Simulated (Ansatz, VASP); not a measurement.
**GaSb: VASP beside Ansatz**

Contents of INCAR:

```
SYSTEM = GaSb
PREC     = Accurate       ! precision mode
ENCUT    = 500            ! plane-wave cutoff, eV
EDIFF    = 1E-7           ! SCF threshold, eV
ISMEAR   = 0              ! smearing method
SIGMA    = 0.01           ! smearing width, eV
LREAL    = .False.        ! projectors in reciprocal space
LASPH    = .True.         ! aspherical terms in the spheres
NELM     = 120            ! most SCF steps
ALGO     = Normal         ! electronic algorithm
ISIF     = 3              ! what is computed and relaxed
LWAVE    = .False.        ! write WAVECAR
LCHARG   = .False.        ! write CHGCAR
IBRION   = 2              ! ionic algorithm
NSW      = 100            ! ionic steps
EDIFFG   = -0.002         ! ionic threshold
GGA_COMPAT= .False.      
NELMIN   = 4
```

Contents of KPOINTS:

```
Automatic mesh
0
Gamma
  8 8 8
  0 0 0
```

POSCAR

```
GaSb
1.0
    0.0000000000      3.0244354420      3.0244354420
    3.0244354420      0.0000000000      3.0244354420
    3.0244354420      3.0244354420      0.0000000000
Ga Sb
1 1
Direct
    0.0000000000      0.0000000000      0.0000000000
    0.2500000000      0.2500000000      0.2500000000
```

Input for Ansatz:

```yaml
crystal:
  lattice:
    - [0.0, 3.024435442, 3.024435442]
    - [3.024435442, 0.0, 3.024435442]
    - [3.024435442, 3.024435442, 0.0]
  atoms:
    - { symbol: Ga, position: [0.0, 0.0, 0.0] }
    - { symbol: Sb, position: [0.25, 0.25, 0.25] }
basis:
  ecutwfc: 600.0
kpoints:
  mp_grid: { grid: [8, 8, 8] }
hamiltonian:
  xc: lda
  pseudopotentials: { kind: paw, azcp: { folder: soft_1 } }
scf:
  occupations: { method: gaussian, width: 0.01 }
output:
  forces: true
  stress: true
  eigenvalues: true
  write_density: true
  write_potential: true
  elf: true
  volumetric_format: npy
relax:
  adjacent_minimum: "off"
  f_tol: 0.002
  max_steps: 80
  cell: { stress_tol: 0.02 }
```

Alike in both runs: task relaxation of cell and atoms; functional LDA; k mesh 8 × 8 × 8; occupations gaussian, width 0.01 eV; no spin polarisation.

|  | VASP | Ansatz |
| --- | --- | --- |
| version | VASP 6.6.1 | Ansatz 0.2.0 |
| potentials or method | VASP PAW LDA potentials, release 64 (Ga_d, Sb), cutoff 500 eV | scalar-relativistic, plane waves, PAW |
| valence electrons in the cell | 18 | 28 |

|  | VASP | Ansatz | Ansatz less VASP |
| --- | --- | --- | --- |
| gap on the k mesh at the Fermi level, each at its own relaxed structure (eV) | 0.10 | 0.08 | -0.021 |
| relaxed volume (Å³/atom) | 27.75 | 27.64 | -0.110 |
| relaxed cell length with the largest relative difference (Å) | 4.281 | 4.276 | -0.0057 |

Ansatz warns that its potentials were made for another functional, while VASP's fit it. LDA's correlation is that of Perdew and Zunger in VASP and of Perdew and Wang (1992) in Ansatz. VASP's potentials hold 18 valence electrons a cell and Ansatz's 28, so a difference there can come from the potentials and not from the codes.

Neither program's run includes spin-orbit coupling.
